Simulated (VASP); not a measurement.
# B (R-3m) in VASP: relaxation of cell and atoms with PBE+D3(BJ)

Aim: the relaxation of cell and atoms of B with PBE+D3(BJ).

Program: VASP 6.6.1. These are calculated values, not measurements. Logs are shortened: lines on timing, memory, paths and dates and some standing lists are left out, and cuts for length are marked.

## 1. The cell of the first run

It takes space group R-3m (No. 166, trigonal). The conventional cell has a = 4.899 Å, b = 4.899 Å, c = 12.546 Å, α = 90.00°, β = 90.00°, γ = 120.00°. Within 2.2 Å of B (site symmetry m) lie 6 B at 1.67 to 1.80 Å. Within 2.4 Å of B (site symmetry m) lie 7 B at 1.78 to 2.01 Å.

## 2. Relaxation of cell and atoms, PBE+D3(BJ)

The input, INCAR:

```
SYSTEM = B
ALGO = Normal ; EDIFF = 1E-6
EDIFFG = -0.005 ; ENCUT = 600
GGA = PE ; IBRION = 2
ISIF = 3 ; ISMEAR = 0
IVDW = 12 ; LASPH = .TRUE.
LCHARG = .FALSE. ; LREAL = .FALSE.
LWAVE = .FALSE. ; NELM = 100
NSW = 70 ; PREC = Accurate
SIGMA = 0.02
```

The input, KPOINTS:

```
k-points
0
G
  9 9 9
  0 0 0
```

The input, POSCAR:

```
B
1.0
    2.4494680329      1.4142010281      4.1820433464
   -2.4494680329      1.4142010281      4.1820433464
    0.0000000000     -2.8284020563      4.1820433464
B
12
Direct
    0.0102686551      0.6540774957      0.0102686551
    0.0102686551      0.0102686551      0.6540774957
    0.6540774957      0.0102686551      0.0102686551
    0.9897313449      0.3459225043      0.9897313449
    0.3459225043      0.9897313449      0.9897313449
    0.9897313449      0.9897313449      0.3459225043
    0.2210253654      0.6306274460      0.2210253654
    0.2210253654      0.2210253654      0.6306274460
    0.6306274460      0.2210253654      0.2210253654
    0.7789746346      0.3693725540      0.7789746346
    0.3693725540      0.7789746346      0.7789746346
    0.7789746346      0.7789746346      0.3693725540
```

Potentials or basis: VASP PAW PBE potentials, release 64 (B).

The run is started by

```
> cat potpaw_PBE.64/B/POTCAR > POTCAR
> mpirun -np 1 vasp_std > vasp.out
```

OUTCAR:

```text
SYSTEM = B
   EDIFF = 1E-6
   EDIFFG = -0.005
   ENCUT = 600
   GGA = PE
   IBRION = 2
   ISIF = 3
   ISMEAR = 0
   IVDW = 12
   LASPH = .TRUE.
   LREAL = .FALSE.
   NELM = 100
   NSW = 70
   PREC = Accurate
 IVDW          = 12

 ion  position               nearest neighbor table
   1  0.010  0.654  0.010-   4 1.67   2 1.74   3 1.74   7 1.79  11 1.80  12 1.80
   2  0.010  0.010  0.654-   6 1.67   3 1.74   1 1.74   8 1.79  10 1.80  11 1.80
   3  0.654  0.010  0.010-   5 1.67   2 1.74   1 1.74   9 1.79  10 1.80  12 1.80
   4  0.990  0.346  0.990-   1 1.67   6 1.74   5 1.74  10 1.79   9 1.80   8 1.80
   5  0.346  0.990  0.990-   3 1.67   6 1.74   4 1.74  11 1.79   7 1.80   8 1.80
   6  0.990  0.990  0.346-   2 1.67   4 1.74   5 1.74  12 1.79   9 1.80   7 1.80
   7  0.221  0.631  0.221-  11 1.78  12 1.78   1 1.79   5 1.80   6 1.80   8 2.01   9 2.01
   8  0.221  0.221  0.631-  10 1.78  11 1.78   2 1.79   4 1.80   5 1.80   7 2.01   9 2.01
   9  0.631  0.221  0.221-  10 1.78  12 1.78   3 1.79   4 1.80   6 1.80   8 2.01   7 2.01
  10  0.779  0.369  0.779-   9 1.78   8 1.78   4 1.79   3 1.80   2 1.80  12 2.01  11 2.01
  11  0.369  0.779  0.779-   7 1.78   8 1.78   5 1.79   1 1.80   2 1.80  12 2.01  10 2.01
  12  0.779  0.779  0.369-   7 1.78   9 1.78   6 1.79   3 1.80   1 1.80  10 2.01  11 2.01

  LATTYP: Found a trigonal (rhomboedric) cell.
 ALAT       =     5.0486973313
 COS(alpha) =     0.5292233908

  Lattice vectors:

 A1 = (   2.4494680329,   1.4142010281,   4.1820433464)
 A2 = (  -2.4494680329,   1.4142010281,   4.1820433464)
 A3 = (   0.0000000000,  -2.8284020563,   4.1820433464)

Analysis of symmetry for initial positions (statically):
=====================================================================
 Subroutine PRICEL returns:
 Original cell was already a primitive cell.

 Routine SETGRP: Setting up the symmetry group for a
 trigonal (rhombohedral) supercell.

 Subroutine GETGRP returns: Found 12 space group operations
 (whereof 12 operations were pure point group operations)
 out of a pool of 12 trial point group operations.

The static configuration has the point symmetry D_3d.

Analysis of symmetry for dynamics (positions and initial velocities):
=====================================================================
 Subroutine PRICEL returns:
 Original cell was already a primitive cell.

 Routine SETGRP: Setting up the symmetry group for a
 trigonal (rhombohedral) supercell.

 Subroutine GETGRP returns: Found 12 space group operations
 (whereof 12 operations were pure point group operations)
 out of a pool of 12 trial point group operations.

The dynamic configuration has the point symmetry D_3d.

 Subroutine INISYM returns: Found 12 space group operations
 (whereof 12 operations are pure point group operations),
 and found     1 'primitive' translations

----------------------------------------------------------------------------------------

                                     Primitive cell

  volume of cell :      86.9206

  direct lattice vectors                    reciprocal lattice vectors
     2.449468033  1.414201028  4.182043346     0.204125954  0.117852175  0.079705853
    -2.449468033  1.414201028  4.182043346    -0.204125954  0.117852175  0.079705853
     0.000000000 -2.828402056  4.182043346     0.000000000 -0.235704349  0.079705853

  length of vectors
     5.048697331  5.048697331  5.048697331     0.248816325  0.248816325  0.248816325

  position of ions in fractional coordinates (direct lattice)
     0.010268655  0.654077496  0.010268655
     0.010268655  0.010268655  0.654077496
     0.654077496  0.010268655  0.010268655
     0.989731345  0.345922504  0.989731345
     0.345922504  0.989731345  0.989731345
     0.989731345  0.989731345  0.345922504
     0.221025365  0.630627446  0.221025365
     0.221025365  0.221025365  0.630627446
     0.630627446  0.221025365  0.221025365
     0.778974635  0.369372554  0.778974635
     0.369372554  0.778974635  0.778974635
     0.778974635  0.778974635  0.369372554

  ion indices of the primitive-cell ions
   primitive index   ion index
                 1           1
                 2           2
                 3           3
                 4           4
                 5           5
                 6           6
                 7           7
                 8           8
                 9           9
                10          10
                11          11
                12          12

----------------------------------------------------------------------------------------

 KPOINTS: k-points

Automatic generation of k-mesh.
 Grid dimensions read from file:
 generate k-points for:    9    9    9

 Generating k-lattice:

  Cartesian coordinates                     Fractional coordinates (reciprocal lattice)
     0.022680662  0.013094686  0.008856206     0.111111111  0.000000000 -0.000000000
    -0.022680662  0.013094686  0.008856206     0.000000000  0.111111111 -0.000000000
     0.000000000 -0.026189372  0.008856206     0.000000000  0.000000000  0.111111111

  Length of vectors
     0.027646258  0.027646258  0.027646258

  Shift w.r.t. Gamma in fractional coordinates (k-lattice)
     0.000000000  0.000000000  0.000000000

 Subroutine IBZKPT returns following result:
 ===========================================

 Found     85 irreducible k-points:

 Following reciprocal coordinates:
            Coordinates               Weight
  0.000000  0.000000  0.000000      1.000000
  0.111111  0.000000 -0.000000      6.000000
  0.222222 -0.000000 -0.000000      6.000000
  0.333333 -0.000000  0.000000      6.000000
  0.444444 -0.000000 -0.000000      6.000000
  0.111111  0.111111  0.000000      6.000000
[... 16 lines left out ...]
 -0.333333  0.333333  0.000000      6.000000
  0.444444  0.444444 -0.000000      6.000000
 [... further k-points ...]
   k-points           NKPTS =     85   k-points in BZ     NKDIM =     85   number of bands    NBANDS=     25
   number of dos      NEDOS =    301   number of ions     NIONS =     12
   total plane-waves  NPLWV =  64000
   dimension x,y,z NGX =    40 NGY =   40 NGZ =   40
   dimension x,y,z NGXF=    80 NGYF=   80 NGZF=   80
   ions per type =              12
   NGX,Y,Z   is equivalent  to a cutoff of  13.17, 13.17, 13.17 a.u.
   NGXF,Y,Z  is equivalent  to a cutoff of  26.34, 26.34, 26.34 a.u.
 SYSTEM =  B
   PREC   = accura    normal or accurate (medium, high low for compatibility)
   ISTART =      0    job   : 0-new  1-cont  2-samecut
   ICHARG =      2    charge: 1-file 2-atom 10-const
   ISPIN  =      1    spin polarized calculation?
   LNONCOLLINEAR =      F non collinear calculations
   LSORBIT =      F    spin-orbit coupling
   LASPH  =      T    aspherical Exc in radial PAW
   ENCUT  =  600.0 eV  44.10 Ry    6.64 a.u.  10.08 10.08 10.08*2*pi/ulx,y,z
   NELM   =    100;   NELMIN=  2; NELMDL= -5     # of ELM steps
   EDIFF  = 0.1E-05   stopping-criterion for ELM
   LREAL  =      F    real-space projection
   EDIFFG = -.5E-02   stopping-criterion for IOM
   NSW    =     70    number of steps for IOM
   IBRION =      2    ionic relax: 0-MD 1-quasi-New 2-CG
   NFREE  =      1    steps in history (QN), initial steepest desc. (CG)
   ISIF   =      3    stress and relaxation
   ISYM   =      2    0-nonsym 1-usesym 2-fastsym
   POTIM  = 0.5000    time-step for ionic-motion
   TEBEG  =    0.0;   TEEND  =   0.0 temperature during run
   PSTRESS=    0.0 pullay stress
   NELECT =      36.0000    total number of electrons
   NUPDOWN=      -1.0000    fix difference up-down
   EMIN   =  10.00;   EMAX   =-10.00  energy-range for DOS
   EFERMI =   0.00;   METHOD = LEGACY
   ISMEAR =     0;   SIGMA  =   0.02  broadening in eV -4-tet -1-fermi 0-gaus
   EFERMI_NEDOS =   21; number of points for ismear=-14 and -15
   IALGO  =     38    algorithm
   IMIX   =      4    mixing-type and parameters
     AMIX     =   0.40;   BMIX     =  1.00
     AMIX_MAG =   1.60;   BMIX_MAG =  1.00
  volume/ion in A,a.u.               =       7.24        48.88
  Fermi-wavevector in a.u.,A,eV,Ry     =   1.220304  2.306041 20.261011  1.489142
  Thomas-Fermi vector in A             =   2.355526
   LORBIT       =      0    0 simple, 1 ext, 2 COOP (PROOUT), +10 PAW based schemes
   GGA     = PE    functional components
   LHFCALC =     F    Hartree Fock is set to
   AEXX    =    0.0000 exact exchange contribution
   IVDW    =    12    specifies the selected vdW correction
   LEPSILON=     F    determine dielectric tensor
   LRPA    =     F    only Hartree local field effects (RPA)
 conjugate gradient relaxation of ions
 non-spin polarized calculation
 Gauss-broadening in eV      SIGMA  =   0.02
  energy-cutoff  :      600.00
  volume of cell :       86.92
 maximum number of plane-waves:      2935
   NGX = 21   NGY = 21   NGZ = 21

--------------------------------------- Ionic step        1  -------------------------------------------

 number of electron      36.0000000 magnetization

 Free energy of the ion-electron system (eV)
  ---------------------------------------------------
  ext. energy  EPLUGINS =         0.00000000
  ---------------------------------------------------
  free energy    TOTEN  =       -80.46908214 eV

  energy without entropy =      -80.46908214  energy(sigma->0) =      -80.46908214

------------------------ aborting loop because EDIFF is reached ----------------------------------------

 Edisp (eV)   -2.46134

 E8    (eV) :    -0.8152

  FORCE on cell =-STRESS in cart. coord.  units (eV):
  Direction    XX          YY          ZZ          XY          YZ          ZX
  --------------------------------------------------------------------------------------
  -------------------------------------------------------------------------------------
  Total      -2.48674    -2.48674    -2.49466     0.00000     0.00000     0.00000
  in kB     -45.83727   -45.83727   -45.98317     0.00000     0.00000     0.00000
  external pressure =      -45.89 kB  Pullay stress =        0.00 kB
[... 381 lines left out ...]
  energy  without entropy=      -82.9589081885  energy(sigma->0) =      -82.95890819

--------------------------------------- Ionic step        9  -------------------------------------------

 number of electron      36.0000000 magnetization

 Free energy of the ion-electron system (eV)
  ---------------------------------------------------
  ext. energy  EPLUGINS =         0.00000000
  ---------------------------------------------------
  free energy    TOTEN  =       -80.44096324 eV

  energy without entropy =      -80.44096324  energy(sigma->0) =      -80.44096324

 E-fermi :   6.3436     XC(G=0): -11.6522

 val. band max:        6.1856967039   @ k =   0.4444   0.4444   0.4444
 cond. band min:       7.5637767595   @ k =   0.0000   0.0000   0.0000
 fundamental gap:      1.3780800556
 Fermi energy:         6.3435754904

 k-point     1 :       0.0000    0.0000    0.0000
  band No.  band energies     occupation
      1     -10.2305      2.00000
      2      -4.3937      2.00000
      3      -4.1277      2.00000
      4      -4.1277      2.00000
      5      -3.1751      2.00000
      6      -2.4798      2.00000
[... 661 lines left out ...]
     24      11.7719      0.00000
     25      12.1110      0.00000

 [... further k-points ...]

------------------------ aborting loop because EDIFF is reached ----------------------------------------

 Edisp (eV)   -2.51795

 E8    (eV) :    -0.8340

  FORCE on cell =-STRESS in cart. coord.  units (eV):
  Direction    XX          YY          ZZ          XY          YZ          ZX
  --------------------------------------------------------------------------------------
  -------------------------------------------------------------------------------------
  Total      -0.01167    -0.01167     0.01399    -0.00000    -0.00000     0.00000
  in kB      -0.21983    -0.21983     0.26358    -0.00000    -0.00000     0.00000
  external pressure =       -0.06 kB  Pullay stress =        0.00 kB
[... 27 lines left out ...]
  FREE ENERGIE OF THE ION-ELECTRON SYSTEM (eV)
  ---------------------------------------------------
  free  energy   TOTEN  =       -82.9589124028 eV

  energy  without entropy=      -82.9589124028  energy(sigma->0) =      -82.95891240

 reached required accuracy - stopping structural energy minimisation
```

It took 6.1 min on 1 thread of Intel Xeon 6975P-C (Granite Rapids), shared host; peak memory 0.35 GiB.

What came out:

| Item | Value |
| --- | --- |
| Free energy | -82.9589 eV |
| Relaxed volume | 7.08 Å³/atom |
| Relaxed cell | a = 5.013 Å, b = 5.013 Å, c = 5.013 Å, α = 58.00°, β = 58.00°, γ = 58.00° |
| Space group after relaxing (to 0.1 Å) | R-3m (No. 166) |
| Energy gained by relaxing | 2.4 meV/atom |
| Ionic steps | 9 |
| Pressure after relaxing | 0.0 GPa |
| Band gap on the k mesh | 1.38 eV (least direct gap 1.71 eV) |
| Dispersion energy per atom | -0.210 eV |

Forces on the atoms (eV/Å):
```
B   -0.001  0.001 -0.002
B    0.000 -0.002 -0.002
B    0.001  0.001 -0.002
B    0.001 -0.001  0.002
B   -0.001 -0.001  0.002
B    0.000  0.002  0.002
B    0.000  0.000 -0.001
B    0.000  0.000 -0.001
B    0.000  0.000 -0.001
B    0.000  0.000  0.001
B    0.000  0.000  0.001
B    0.000  0.000  0.001
```

The path:
```
step  energy change (eV)  largest force (eV/Å)  pressure (GPa)  volume (Å³)
   1              0.0000                0.0275           -4.59        86.92
   2             -0.0191                0.2260            2.53        84.34
   3             -0.0254                0.1597            0.10        85.18
   4             -0.0279                0.0652           -0.01        84.97
   5             -0.0282                0.0459            0.01        85.03
   6             -0.0284                0.0496            0.00        85.01
   7             -0.0284                0.0201            0.00        85.02
   8             -0.0285                0.0075           -0.01        85.02
   9             -0.0285                0.0025           -0.01        85.02
```

Final structure:
```xyz
12
Lattice="2.4306 1.4033 4.1542 -2.4306 1.4033 4.1542 0.0000 -2.8066 4.1542" Properties=species:S:1:pos:R:3 pbc="T T T"
B    -1.5626    0.9021    2.8031
B     0.0000   -1.8043    2.8031
B     1.5626    0.9021    2.8031
B     1.5626   -0.9021    9.6596
B    -1.5626   -0.9021    9.6596
B     0.0000    1.8043    9.6596
B    -0.9901    0.5717    4.4586
B     0.0000   -1.1433    4.4586
B     0.9901    0.5717    4.4586
B     0.9901   -0.5717    8.0041
B    -0.9901   -0.5717    8.0041
B     0.0000    1.1433    8.0041
```

Levels at points of the mesh, in eV from the valence-band top:
```csv
k point,band 16,band 17,band 18,band 19,band 20,band 21
"(0.00, 0.00, 0.00)",-0.90,-0.90,-0.36,1.38,4.58,4.58
```

A k mesh can miss the band edges.
